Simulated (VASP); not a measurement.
Write the native input for VASP 6.6.1 that does the following.

```
Task                   : single point
Functional             : PBE
Potentials or basis    : VASP PAW PBE potentials, release 64 (Zr_sv, F, H)
Cutoff                 : 520 eV
k mesh                 : 3 × 3 × 1
Occupations            : fermi-dirac, width 0.05 eV
Spin                   : no spin polarisation
Dipole correction      : no
Further INCAR settings : ALGO = Normal; EDIFF = 1e-06; NBANDS = 89
```

The structure of Zr12HF lies in POSCAR:

```
Zr12HF
1.0
    6.4600000000      0.0000000000      0.0000000000
    3.2300000000      5.5945240000      0.0000000000
    0.0000000000      0.0000000000     18.1453900000
Zr F H
12 1 1
Direct
    0.0000000000      0.0000000000      0.0551104165
    0.5000000000      0.0000000000      0.0551104165
    0.0000000000      0.5000000000      0.0551104165
    0.5000000000      0.5000000000      0.0551104165
   -0.1704588597      0.3408765428      0.1903689587
    0.3334571553      0.3332346058      0.1931347852
   -0.1704633362      0.8295935454      0.1903599206
    0.3412195496      0.8293602816      0.1906018553
    0.0007574118     -0.0003844831      0.3240264883
    0.4956766973      0.0102014041      0.3354374858
    0.0114008050      0.4943321362      0.3352289480
    0.4957106462      0.4941078097      0.3354687334
   -0.3324624478      0.6662493538      0.4014390432
    0.3338894762      0.3329993758      0.3958666637
```

The input as run:

INCAR

```
ALGO = Normal
EDIFF = 1E-6
ENCUT = 520
GGA = PE
ISIF = 2
ISMEAR = -1
LASPH = True
LCHARG = False
LREAL = False
LWAVE = False
NBANDS = 89
NELM = 60
PREC = Accurate
SIGMA = 0.05
```

KPOINTS

```
k-points
0
Gamma
  3 3 1
```

Potentials or basis: VASP PAW PBE potentials, release 64 (Zr_sv, F, H).

Command:

```console
$ cat potpaw_PBE.64/Zr_sv/POTCAR potpaw_PBE.64/F/POTCAR potpaw_PBE.64/H/POTCAR > POTCAR
$ mpirun -np 1 vasp_std > vasp.out
```

Results of the run:

```yaml
Largest_force: 0.035 eV/Å
Band_gap_on_the_k_mesh: zero (bands 76 and 77 overlap by 0.97 eV)
```

Caveat: the k points lie up to 0.37 Å⁻¹ apart, too coarse for converged energies and pressures of a metal; there is no dipole correction, which matters where the two faces differ.

Wall time 19 min on 1 thread of Intel Xeon 8259CL, on a shared host, peak memory 0.76 GiB.
